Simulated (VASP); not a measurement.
# Yb (Im-3m) in VASP: further runs, part 3 of 3

VASP 6.6.1.

### Step 4. Relaxation of cell and atoms, PBE, target pressure 46 GPa, at which the enthalpy is minimised

Input file INCAR:

```
SYSTEM = Yb
ALGO = Normal ; EDIFF = 1E-7
EDIFFG = -0.005 ; ENCUT = 600
GGA = PE ; IBRION = 2
ISIF = 3 ; ISMEAR = -1
LASPH = .TRUE. ; LCHARG = .FALSE.
LREAL = .FALSE. ; LWAVE = .FALSE.
NELM = 80 ; NSW = 32
PREC = Accurate ; PSTRESS = 460.0
SIGMA = 0.08
```

Input file KPOINTS:

```
k-points
0
G
  16 16 16
  0 0 0
```

Input file POSCAR:

```
Yb
1.0
   -1.6472212619      1.6472212619      1.6472212619
    1.6472212619     -1.6472212619      1.6472212619
    1.6472212619      1.6472212619     -1.6472212619
Yb
1
Direct
    0.0000000000      0.0000000000      0.0000000000
```

Potentials or basis: VASP PAW PBE potentials, release 64 (Yb).

Run with:

```bash
> cat potpaw_PBE.64/Yb/POTCAR > POTCAR
> mpirun -np 1 vasp_std > vasp.out
```

OUTCAR:

```text
SYSTEM = Yb
   EDIFF = 1E-7
   EDIFFG = -0.005
   ENCUT = 600
   GGA = PE
   IBRION = 2
   ISIF = 3
   ISMEAR = -1
   LASPH = .TRUE.
   LREAL = .FALSE.
   NELM = 80
   NSW = 32
   PREC = Accurate
   PSTRESS = 460.0

 ion  position               nearest neighbor table
   1  0.000  0.000  0.000-

  LATTYP: Found a body centered cubic cell.
 ALAT       =     3.2944425238

  Lattice vectors:

 A1 = (  -1.6472212619,   1.6472212619,   1.6472212619)
 A2 = (   1.6472212619,  -1.6472212619,   1.6472212619)
 A3 = (   1.6472212619,   1.6472212619,  -1.6472212619)

Analysis of symmetry for initial positions (statically):
=====================================================================
 Subroutine PRICEL returns:
 Original cell was already a primitive cell.

 Routine SETGRP: Setting up the symmetry group for a
 body centered cubic supercell.

 Subroutine GETGRP returns: Found 48 space group operations
 (whereof 48 operations were pure point group operations)
 out of a pool of 48 trial point group operations.

The static configuration has the point symmetry O_h .

Analysis of symmetry for dynamics (positions and initial velocities):
=====================================================================
 Subroutine PRICEL returns:
 Original cell was already a primitive cell.

 Routine SETGRP: Setting up the symmetry group for a
 body centered cubic supercell.

 Subroutine GETGRP returns: Found 48 space group operations
 (whereof 48 operations were pure point group operations)
 out of a pool of 48 trial point group operations.

The dynamic configuration has the point symmetry O_h .

 Subroutine INISYM returns: Found 48 space group operations
 (whereof 48 operations are pure point group operations),
 and found     1 'primitive' translations

----------------------------------------------------------------------------------------

                                     Primitive cell
[... 115 lines left out ...]
   LHFCALC =     F    Hartree Fock is set to
   AEXX    =    0.0000 exact exchange contribution
   IVDW    =     0    specifies the selected vdW correction
   LEPSILON=     F    determine dielectric tensor
   LRPA    =     F    only Hartree local field effects (RPA)
 conjugate gradient relaxation of ions
 non-spin polarized calculation
  energy-cutoff  :      600.00
  volume of cell :       17.88
 maximum number of plane-waves:       611
   NGX = 11   NGY = 11   NGZ = 11

--------------------------------------- Ionic step        1  -------------------------------------------

 number of electron      24.0000005 magnetization

 Free energy of the ion-electron system (eV)
  ---------------------------------------------------
  ext. energy  EPLUGINS =         0.00000000
  ---------------------------------------------------
  free energy    TOTEN  =        -2.17519390 eV

  energy without entropy =       -2.15291557  energy(sigma->0) =       -2.16405474

------------------------ aborting loop because EDIFF is reached ----------------------------------------

  FORCE on cell =-STRESS in cart. coord.  units (eV):
  Direction    XX          YY          ZZ          XY          YZ          ZX
  --------------------------------------------------------------------------------------
  -------------------------------------------------------------------------------------
  Total        5.1847236      5.1847236      5.1847236      0.0000000      0.0000000     -0.0000000
  in kB      464.6440485    464.6440485    464.6440485      0.0000000      0.0000000     -0.0000000
  external PRESSURE =       4.6440485 kB  Pullay stress =     460.0000000 kB
[... 172 lines left out ...]
--------------------------------------- Ionic step        6  -------------------------------------------

 number of electron      24.0000006 magnetization

 Free energy of the ion-electron system (eV)
  ---------------------------------------------------
  ext. energy  EPLUGINS =         0.00000000
  ---------------------------------------------------
  free energy    TOTEN  =        -2.19144372 eV

  energy without entropy =       -2.16906637  energy(sigma->0) =       -2.18025505

 E-fermi :   4.2633     XC(G=0): -13.0823

 val. band max:        4.2487236463   @ k =  -0.3750  -0.4375   0.1875
 cond. band min:       4.2633405849   @ k =   0.3125   0.3125   0.0000
 fundamental gap:      0.0146169386
 Fermi energy:         4.2632810870

 k-point     1 :       0.0000    0.0000    0.0000
  band No.  band energies     occupation
      1     -47.3989      2.00000
      2     -18.3818      2.00000
      3     -18.3818      2.00000
      4     -18.3818      2.00000
      5      -1.7952      2.00000
      6       3.2346      1.99999
[... 433 lines left out ...]
      3     -19.2420      2.00000
      4     -18.6237      2.00000
      5       2.4668      2.00000
      6       3.2180      2.00000
[... 8 lines left out ...]
     15      10.8801      0.00000
     16      13.0780      0.00000

 [... further k-points ...]

------------------------ aborting loop because EDIFF is reached ----------------------------------------

  FORCE on cell =-STRESS in cart. coord.  units (eV):
  Direction    XX          YY          ZZ          XY          YZ          ZX
  --------------------------------------------------------------------------------------
  -------------------------------------------------------------------------------------
  Total        5.1512539      5.1512539      5.1512539     -0.0000000     -0.0000000     -0.0000000
  in kB      460.1951567    460.1951567    460.1951567     -0.0000000     -0.0000000     -0.0000000
  external PRESSURE =       0.1951567 kB  Pullay stress =     460.0000000 kB
[... 20 lines left out ...]
  energy  without entropy=       -2.1690663743  energy(sigma->0) =       -2.18025505

  enthalpy is  TOTEN    =         2.9576257026 eV   P V=        5.1490694218

 reached required accuracy - stopping structural energy minimisation
```

OSZICAR:

```text
N       E                     dE             d eps       ncg     rms          rms(c)
DAV:   1     0.931352883959E+02    0.93135E+02   -0.97593E+03  5752   0.115E+04
DAV:   2     0.859720754515E+01   -0.84538E+02   -0.82378E+02  5816   0.583E+02
[... 82 lines left out ...]
DAV:   2    -0.219187572198E+01   -0.36200E-03   -0.26595E-03  4720   0.267E+00    0.324E-01
DAV:   3    -0.219145529733E+01    0.42042E-03   -0.19036E-03  4672   0.231E+00    0.514E-02
DAV:   4    -0.219144364012E+01    0.11657E-04   -0.34914E-05  8200   0.249E-01    0.121E-02
DAV:   5    -0.219144332496E+01    0.31516E-06   -0.54224E-06  8568   0.692E-02    0.498E-03
DAV:   6    -0.219144359918E+01   -0.27422E-06   -0.57798E-07  7192   0.831E-03    0.263E-03
DAV:   7    -0.219144371175E+01   -0.11257E-06   -0.48185E-07  6712   0.761E-03    0.175E-03
DAV:   8    -0.219144371918E+01   -0.74269E-08   -0.39914E-08  2912   0.245E-03
   6 F= 0.29576257E+01 E0= 0.29688144E+01  d E =-.834133E-04
```

Run time: 8 min. Hardware: 1 thread of Intel Xeon 8259CL, shared host; peak memory 0.2 GiB.

What came out:

| Quantity | Value |
| --- | --- |
| Free energy | -2.1914 eV |
| Relaxed volume | 17.93 Å³/atom |
| Relaxed cell | a = 2.856 Å, b = 2.856 Å, c = 2.856 Å, α = 109.47°, β = 109.47°, γ = 109.47° |
| Space group after relaxing (to 0.1 Å) | Im-3m (No. 229) |
| Energy change on relaxing (the run minimises the enthalpy) | -16.2 meV/atom |
| Ionic steps | 6 |
| Pressure after relaxing | 46.0 GPa |
| Band gap on the k mesh | zero (bands 12 and 13 overlap by 1.81 eV) |

Step by step:
| step | energy change (eV) | largest force (eV/Å) | pressure (GPa) | volume (Å³) |
| --- | --- | --- | --- | --- |
| 1 | 0.0000 | 0.0000 | 46.46 | 17.88 |
| 2 | -0.0385 | 0.0000 | 45.50 | 18.01 |
| 3 | -0.0140 | 0.0000 | 46.12 | 17.93 |
| 4 | -0.0188 | 0.0000 | 45.69 | 17.94 |
| 5 | -0.0153 | 0.0000 | 46.05 | 17.93 |
| 6 | -0.0162 | 0.0000 | 46.02 | 17.93 |

Final structure:
```
Yb
1.0
    -1.64895    1.64895    1.64895
     1.64895   -1.64895    1.64895
     1.64895    1.64895   -1.64895
Yb
1
Direct
  0.00000 0.00000 0.00000
```

Caveat: the cell is relaxed towards a set pressure, so the run minimises the enthalpy, not the energy; spin-orbit coupling is left out, which moves the levels of the heavy elements. Spin polarisation is off, so any magnetic state and its effect on volume and gap are missing.

### Step 5. The runs side by side

```tsv
task	cell	cutoff (eV)	gap on the mesh (eV)	pressure (GPa)
single point	a = 2.853 Å, angles 109.5°, 1 atom	520	none	46.4
relaxation of cell and atoms	relaxed to 46 GPa from a = 2.836 Å, angles 109.5°, 1 atom	600	none	46.0
relaxation of cell and atoms	relaxed to 46 GPa from a = 2.853 Å, angles 109.5°, 1 atom	600	none	46.0
```

Alike in all rows: level PBE; potentials or basis VASP PAW PBE potentials, release 64 (Yb); no spin polarisation; k mesh 16 × 16 × 16; smearing fermi-dirac 0.08 eV.

Caveats: spin-orbit coupling is left out, which moves the levels of the heavy elements; the cell is relaxed towards a set pressure, so the run minimises the enthalpy, not the energy (at least some runs); the cell stands under pressure (at least some runs).

Total energies depend on the potentials used, so only differences within one code and one set of settings carry meaning.
